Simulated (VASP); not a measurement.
## Al: single point with PBE exchange alone

Al:

```xyz
1
Lattice="0.0000 2.0248 2.0248 2.0248 0.0000 2.0248 2.0248 2.0248 0.0000" Properties=species:S:1:pos:R:3 pbc="T T T"
Al    0.0000    0.0000    0.0000
```

```yaml
Program: VASP 6.6.1
Task: single point
Functional: PBE exchange alone
Potentials_or_basis: VASP PAW PBE potentials, release 64 (Al)
Cutoff: 520 eV
k_mesh: 11 × 11 × 11
Occupations: fermi-dirac, width 0.05 eV
Spin: no spin polarisation
```

* Pressure: 9.2 GPa

Levels at points of the mesh, in eV from the Fermi level:
```tsv
k point	band 1	band 2	band 3	band 4	band 5	band 6
(0.00, 0.00, 0.00)	-11.11	12.52	12.52	12.52	13.92	13.92
```

Wall time 3.5 s on 1 thread of Intel Xeon 6975P-C, on a shared host, peak memory 0.13 GiB.
